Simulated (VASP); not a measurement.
# ZnO (I-43m) in VASP: vibrations by perturbation theory with PBE

Aim: the vibrations by perturbation theory of ZnO with PBE.

All numbers are computed with VASP 6.6.1; they aren't measurements. Logs are shortened: lines on timing, memory, paths and dates and some standing lists are left out, and cuts for length are marked.

### Step 1. The cell of the first run

It takes space group I-43m (No. 217, cubic). The conventional cell has a = 6.271 Å, b = 6.271 Å, c = 6.271 Å, α = 90.00°, β = 90.00°, γ = 90.00°. Zn (site symmetry 3m) has 4 O at 1.88 to 2.05 Å within 2.5 Å. O (site symmetry 3m) has 4 Zn at 1.88 to 2.05 Å within 2.5 Å.

### Step 2. Vibrations by perturbation theory, PBE

The input, INCAR:

```
SYSTEM = ZnO
ALGO = Normal
EDIFF = 1E-8
ENCUT = 520
GGA = PE
IBRION = 8
ISIF = 2
ISMEAR = 0
LASPH = .TRUE.
LCHARG = .FALSE.
LEPSILON = .TRUE.
LREAL = .FALSE.
LWAVE = .FALSE.
NBANDS = 46
NELM = 80
NSW = 1
PREC = Accurate
SIGMA = 0.01
```

The input, KPOINTS:

```
k-points
0
G
  6 6 6
  0 0 0
```

The input, POSCAR:

```
ZnO
1.0
   -3.1353074765      3.1353074765      3.1353074765
    3.1353074765     -3.1353074765      3.1353074765
    3.1353074765      3.1353074765     -3.1353074765
Zn O
4 4
Direct
    0.3296092822      0.3296092822      0.3296092822
    0.0000000000      0.0000000000      0.6703907178
    0.0000000000      0.6703907178      0.0000000000
    0.6703907178      0.0000000000      0.0000000000
    0.6762741685      0.6762741685      0.6762741685
    0.0000000000      0.0000000000      0.3237258315
    0.0000000000      0.3237258315      0.0000000000
    0.3237258315      0.0000000000      0.0000000000
```

Potentials or basis: VASP PAW PBE potentials, release 64 (Zn, O).

Run with:

```console
$ cat potpaw_PBE.64/Zn/POTCAR potpaw_PBE.64/O/POTCAR > POTCAR
$ mpirun -np 1 vasp_std > vasp.out
```

OUTCAR:

```text
SYSTEM = ZnO
   EDIFF = 1E-8
   ENCUT = 520
   GGA = PE
   IBRION = 8
   ISIF = 2
   ISMEAR = 0
   LASPH = .TRUE.
   LEPSILON = .TRUE.
   LREAL = .FALSE.
   NELM = 80
   NSW = 1
   PREC = Accurate

 ion  position               nearest neighbor table
   1  0.330  0.330  0.330-   5 1.88   6 2.05   7 2.05   8 2.05   2 2.92   3 2.92   4 2.92
   2  0.000  0.000  0.670-   6 1.88   5 2.05   7 2.05   8 2.05   3 2.92   4 2.92   1 2.92
   3  0.000  0.670  0.000-   7 1.88   8 2.05   5 2.05   6 2.05   2 2.92   4 2.92   1 2.92
   4  0.670  0.000  0.000-   8 1.88   7 2.05   5 2.05   6 2.05   2 2.92   3 2.92   1 2.92
   5  0.676  0.676  0.676-   1 1.88   2 2.05   3 2.05   4 2.05
   6  0.000  0.000  0.324-   2 1.88   1 2.05   3 2.05   4 2.05
   7  0.000  0.324  0.000-   3 1.88   4 2.05   1 2.05   2 2.05
   8  0.324  0.000  0.000-   4 1.88   3 2.05   1 2.05   2 2.05

  LATTYP: Found a body centered cubic cell.
 ALAT       =     6.2706149530

  Lattice vectors:

 A1 = (  -3.1353074765,   3.1353074765,   3.1353074765)
 A2 = (   3.1353074765,  -3.1353074765,   3.1353074765)
 A3 = (   3.1353074765,   3.1353074765,  -3.1353074765)

Analysis of symmetry for initial positions (statically):
=====================================================================
 Subroutine PRICEL returns:
 Original cell was already a primitive cell.

 Routine SETGRP: Setting up the symmetry group for a
 body centered cubic supercell.

 Subroutine GETGRP returns: Found 24 space group operations
 (whereof 24 operations were pure point group operations)
 out of a pool of 48 trial point group operations.

The static configuration has the point symmetry T_d .

Analysis of symmetry for dynamics (positions and initial velocities):
=====================================================================
 Subroutine PRICEL returns:
 Original cell was already a primitive cell.

 Routine SETGRP: Setting up the symmetry group for a
 body centered cubic supercell.

 Subroutine GETGRP returns: Found 24 space group operations
 (whereof 24 operations were pure point group operations)
 out of a pool of 48 trial point group operations.

The dynamic configuration has the point symmetry T_d .

 Subroutine INISYM returns: Found 24 space group operations
 (whereof 24 operations are pure point group operations),
 and found     1 'primitive' translations

----------------------------------------------------------------------------------------

[... 1051 lines left out ...]
    1     1.95712    -0.32558     0.32558
    2    -0.32558     1.95712    -0.32558
    3     0.32558    -0.32558     1.95712
 ion    4
    1     1.95712    -0.32558    -0.32558
    2    -0.32558     1.95712     0.32558
    3    -0.32558     0.32558     1.95712
 ion    5
    1    -1.95712    -0.36549    -0.36549
    2    -0.36549    -1.95712    -0.36549
    3    -0.36549    -0.36549    -1.95712
 ion    6
    1    -1.95712    -0.36549     0.36549
    2    -0.36549    -1.95712     0.36549
    3     0.36549     0.36549    -1.95712
 ion    7
    1    -1.95712     0.36549    -0.36549
    2     0.36549    -1.95712     0.36549
    3    -0.36549     0.36549    -1.95712
 ion    8
    1    -1.95712     0.36549     0.36549
    2     0.36549    -1.95712    -0.36549
    3     0.36549    -0.36549    -1.95712

 INTERNAL STRAIN TENSOR FOR ION    8 for displacements in x,y,z  (eV/Angst):
          X           Y           Z          XY          YZ          ZX
  --------------------------------------------------------------------------------
  x     6.70651    -2.49806    -2.49806     3.96583    -3.52477     4.00678
  y     2.49806    -6.70651     2.49806    -4.00678     3.96583    -3.52477
  z     2.49806     2.49806    -6.70651    -3.52477     4.00678    -3.96583

 SECOND DERIVATIVES (NOT SYMMETRIZED)
 ------------------------------------
               1X          1Y          1Z          2X          2Y          2Z          3X          3Y          3Z          4X          4Y          4Z          5X          5Y          5Z          6X          6Y          6Z          7X          7Y          7Z          8X          8Y          8Z
  1X    -9.971949   -4.791534   -4.791534    0.614107    1.850512    0.533891    0.614107    0.533891    1.850512    1.335952   -0.548183   -0.548183    3.379500    3.024496    3.024496    0.324724   -0.191971    0.628602    0.324724    0.628602   -0.191971    3.378836   -0.505813   -0.505813
  1Y    -4.791534   -9.971949   -4.791534    1.850512    0.614107    0.533891   -0.548183    1.335952   -0.548183    0.533891    0.614107    1.850512    3.024496    3.379500    3.024496   -0.191971    0.324724    0.628602   -0.505813    3.378836   -0.505813    0.628602    0.324724   -0.191971
  1Z    -4.791534   -4.791534   -9.971949   -0.548183   -0.548183    1.335952    1.850512    0.533891    0.614107    0.533891    1.850512    0.614107    3.024496    3.024496    3.379500   -0.505813   -0.505813    3.378836   -0.191971    0.628602    0.324724    0.628602   -0.191971    0.324724
  2X     0.614107    1.850512   -0.533891   -9.971949   -4.791534    4.791534    1.335952   -0.548183    0.548183    0.614107    0.533891   -1.850512    0.324724   -0.191971   -0.628602    3.379500    3.024496   -3.024496    3.378836   -0.505813    0.505813    0.324724    0.628602    0.191971
  2Y     1.850512    0.614107   -0.533891   -4.791534   -9.971949    4.791534    0.533891    0.614107   -1.850512   -0.548183    1.335952    0.548183   -0.191971    0.324724   -0.628602    3.024496    3.379500   -3.024496    0.628602    0.324724    0.191971   -0.505813    3.378836    0.505813
  2Z     0.548183    0.548183    1.335952    4.791534    4.791534   -9.971949   -0.533891   -1.850512    0.614107   -1.850512   -0.533891    0.614107    0.505813    0.505813    3.378836   -3.024496   -3.024496    3.379500   -0.628602    0.191971    0.324724    0.191971   -0.628602    0.324724
  3X     0.614107   -0.533891    1.850512    1.335952    0.548183   -0.548183   -9.971949    4.791534   -4.791534    0.614107   -1.850512    0.533891    0.324724   -0.628602   -0.191971    3.378836    0.505813   -0.505813    3.379500   -3.024496    3.024496    0.324724    0.191971    0.628602
  3Y     0.548183    1.335952    0.548183   -0.533891    0.614107   -1.850512    4.791534   -9.971949    4.791534   -1.850512    0.614107   -0.533891    0.505813    3.378836    0.505813   -0.628602    0.324724    0.191971   -3.024496    3.379500   -3.024496    0.191971    0.324724   -0.628602
  3Z     1.850512   -0.533891    0.614107    0.533891   -1.850512    0.614107   -4.791534    4.791534   -9.971949   -0.548183    0.548183    1.335952   -0.191971   -0.628602    0.324724    0.628602    0.191971    0.324724    3.024496   -3.024496    3.379500   -0.505813    0.505813    3.378836
  4X     1.335952    0.548183    0.548183    0.614107   -0.533891   -1.850512    0.614107   -1.850512   -0.533891   -9.971949    4.791534    4.791534    3.378836    0.505813    0.505813    0.324724   -0.628602    0.191971    0.324724    0.191971   -0.628602    3.379500   -3.024496   -3.024496
  4Y    -0.533891    0.614107    1.850512    0.548183    1.335952   -0.548183   -1.850512    0.614107    0.533891    4.791534   -9.971949   -4.791534   -0.628602    0.324724   -0.191971    0.505813    3.378836   -0.505813    0.191971    0.324724    0.628602   -3.024496    3.379500    3.024496
  4Z    -0.533891    1.850512    0.614107   -1.850512    0.533891    0.614107    0.548183   -0.548183    1.335952    4.791534   -4.791534   -9.971949   -0.628602   -0.191971    0.324724    0.191971    0.628602    0.324724    0.505813   -0.505813    3.378836   -3.024496    3.024496    3.379500
  5X     3.369922    3.035718    3.035718    0.324193   -0.186096    0.495790    0.324193    0.495790   -0.186096    3.383254   -0.634324   -0.634324  -11.188103   -4.417976   -4.417976    1.176798    1.708428   -0.129954    1.176798   -0.129954    1.708428    1.432944    0.128414    0.128414
  5Y     3.035718    3.369922    3.035718   -0.186096    0.324193    0.495790   -0.634324    3.383254   -0.634324    0.495790    0.324193   -0.186096   -4.417976  -11.188103   -4.417976    1.708428    1.176798   -0.129954    0.128414    1.432944    0.128414   -0.129954    1.176798    1.708428
  5Z     3.035718    3.035718    3.369922   -0.634324   -0.634324    3.383254   -0.186096    0.495790    0.324193    0.495790   -0.186096    0.324193   -4.417976   -4.417976  -11.188103    0.128414    0.128414    1.432944    1.708428   -0.129954    1.176798   -0.129954    1.708428    1.176798
  6X     0.324193   -0.186096   -0.495790    3.369922    3.035718   -3.035718    3.383254   -0.634324    0.634324    0.324193    0.495790    0.186096    1.176798    1.708428    0.129954  -11.188103   -4.417976    4.417976    1.432944    0.128414   -0.128414    1.176798   -0.129954   -1.708428
  6Y    -0.186096    0.324193   -0.495790    3.035718    3.369922   -3.035718    0.495790    0.324193    0.186096   -0.634324    3.383254    0.634324    1.708428    1.176798    0.129954   -4.417976  -11.188103    4.417976   -0.129954    1.176798   -1.708428    0.128414    1.432944   -0.128414
  6Z     0.634324    0.634324    3.383254   -3.035718   -3.035718    3.369922   -0.495790    0.186096    0.324193    0.186096   -0.495790    0.324193   -0.128414   -0.128414    1.432944    4.417976    4.417976  -11.188103    0.129954   -1.708428    1.176798   -1.708428    0.129954    1.176798
  7X     0.324193   -0.495790   -0.186096    3.383254    0.634324   -0.634324    3.369922   -3.035718    3.035718    0.324193    0.186096    0.495790    1.176798    0.129954    1.708428    1.432944   -0.128414    0.128414  -11.188103    4.417976   -4.417976    1.176798   -1.708428   -0.129954
  7Y     0.634324    3.383254    0.634324   -0.495790    0.324193    0.186096   -3.035718    3.369922   -3.035718    0.186096    0.324193   -0.495790   -0.128414    1.432944   -0.128414    0.129954    1.176798   -1.708428    4.417976  -11.188103    4.417976   -1.708428    1.176798    0.129954
  7Z    -0.186096   -0.495790    0.324193    0.495790    0.186096    0.324193    3.035718   -3.035718    3.369922   -0.634324    0.634324    3.383254    1.708428    0.129954    1.176798   -0.129954   -1.708428    1.176798   -4.417976    4.417976  -11.188103    0.128414   -0.128414    1.432944
  8X     3.383254    0.634324    0.634324    0.324193   -0.495790    0.186096    0.324193    0.186096   -0.495790    3.369922   -3.035718   -3.035718    1.432944   -0.128414   -0.128414    1.176798    0.129954   -1.708428    1.176798   -1.708428    0.129954  -11.188103    4.417976    4.417976
  8Y    -0.495790    0.324193   -0.186096    0.634324    3.383254   -0.634324    0.186096    0.324193    0.495790   -3.035718    3.369922    3.035718    0.129954    1.176798    1.708428   -0.128414    1.432944    0.128414   -1.708428    1.176798   -0.129954    4.417976  -11.188103   -4.417976
  8Z    -0.495790   -0.186096    0.324193    0.186096    0.495790    0.324193    0.634324   -0.634324    3.383254   -3.035718    3.035718    3.369922    0.129954    1.708428    1.176798   -1.708428   -0.129954    1.176798   -0.128414    0.128414    1.432944    4.417976   -4.417976  -11.188103

 Eigenvectors and eigenvalues of the dynamical matrix
 ----------------------------------------------------

   1 f  =   20.420579 THz   128.306284 2PiTHz  681.157206 cm-1    84.452692 meV
             X         Y         Z           dx          dy          dz
      1.033426  1.033426  1.033426     0.090590    0.090590    0.090590
      2.101881  2.101881 -2.101881    -0.090590   -0.090590    0.090590
      2.101881 -2.101881  2.101881    -0.090590    0.090590   -0.090590
     -2.101881  2.101881  2.101881     0.090590   -0.090590   -0.090590
      2.120327  2.120327  2.120327    -0.274093   -0.274093   -0.274093
      1.014980  1.014980 -1.014980     0.274093    0.274093   -0.274093
      1.014980 -1.014980  1.014980     0.274093   -0.274093    0.274093
     -1.014980  1.014980  1.014980    -0.274093    0.274093    0.274093
[... 243 lines left out ...]
  24 f/i=    0.019295 THz     0.121231 2PiTHz    0.643596 cm-1     0.079796 meV
             X         Y         Z           dx          dy          dz
      1.033426  1.033426  1.033426    -0.437116   -0.090261    0.040185
      2.101881  2.101881 -2.101881    -0.437274   -0.090419    0.042206
      2.101881 -2.101881  2.101881    -0.436772   -0.088741    0.040528
     -2.101881  2.101881  2.101881    -0.436930   -0.088583    0.041863
      2.120327  2.120327  2.120327    -0.216603   -0.044355    0.020425
      1.014980  1.014980 -1.014980    -0.216602   -0.044354    0.020411
      1.014980 -1.014980  1.014980    -0.216606   -0.044365    0.020423
     -1.014980  1.014980  1.014980    -0.216605   -0.044367    0.020413

--------------------------------------------------------------------------------------------------------

 MACROSCOPIC STATIC DIELECTRIC TENSOR IONIC CONTRIBUTION
 ------------------------------------------------------
           3.272073     0.000000    -0.000000
           0.000000     3.272073    -0.000000
          -0.000000     0.000000     3.272073
 ------------------------------------------------------

 ELASTIC MODULI CONTR FROM IONIC RELAXATION (kBar)
 Direction    XX          YY          ZZ          XY          YZ          ZX
 --------------------------------------------------------------------------------
 XX        -637.8467    303.5112    303.5112     -0.0000      0.0000      0.0000
 YY         303.5112   -637.8467    303.5112      0.0000     -0.0000     -0.0000
 ZZ         303.5112    303.5112   -637.8467      0.0000     -0.0000      0.0000
 XY          -0.0000      0.0000      0.0000   -145.8168     -0.0000      0.0000
 YZ           0.0000     -0.0000      0.0000      0.0000   -145.8168     -0.0000
 ZX           0.0000     -0.0000      0.0000      0.0000     -0.0000   -145.8168
 --------------------------------------------------------------------------------

 PIEZOELECTRIC TENSOR IONIC CONTR  for field in x, y, z        (C/m^2)
          XX          YY          ZZ          XY          YZ          ZX
  --------------------------------------------------------------------------------
  x    -0.00000     0.00000     0.00000    -0.00000     0.38692     0.00000
  y    -0.00000     0.00000    -0.00000    -0.00000     0.00000     0.38692
  z     0.00000    -0.00000    -0.00000     0.38692     0.00000    -0.00000
```

Wall time 56 min (1 thread of Oxide Virtual Turin-like, shared host); peak memory 0.84 GiB.

Results:

* Electronic dielectric tensor (diagonal): 3.94
* Born charges (mean of the diagonal): Zn +1.96; O -1.96 e
* Highest phonon frequency at Γ, LO-TO splitting left out: 681 cm⁻¹

Phonon frequencies in cm⁻¹ (negative: imaginary):
```tsv
q point	frequencies
(0.000, 0.000, 0.000)	-1 -1 -1 109 109 109 123 123 215 249 249 249 316 316 343 343 343 377 377 377 588 588 588 681
```

Electronic dielectric tensor:
```
3.94 0.00 0.00
0.00 3.94 0.00
0.00 0.00 3.94
```

Born effective charge tensors (e):
atom 1, Zn
```
1.96 0.33 0.33
0.33 1.96 0.33
0.33 0.33 1.96
```
atom 2, Zn
```
 1.96  0.33 -0.33
 0.33  1.96 -0.33
-0.33 -0.33  1.96
```
atom 3, Zn
```
 1.96 -0.33  0.33
-0.33  1.96 -0.33
 0.33 -0.33  1.96
```
atom 4, Zn
```
 1.96 -0.33 -0.33
-0.33  1.96  0.33
-0.33  0.33  1.96
```
atom 5, O
```
-1.96 -0.37 -0.37
-0.37 -1.96 -0.37
-0.37 -0.37 -1.96
```
atom 6, O
```
-1.96 -0.37  0.37
-0.37 -1.96  0.37
 0.37  0.37 -1.96
```
atom 7, O
```
-1.96  0.37 -0.37
 0.37 -1.96  0.37
-0.37  0.37 -1.96
```
atom 8, O
```
-1.96  0.37  0.37
 0.37 -1.96 -0.37
 0.37 -0.37 -1.96
```
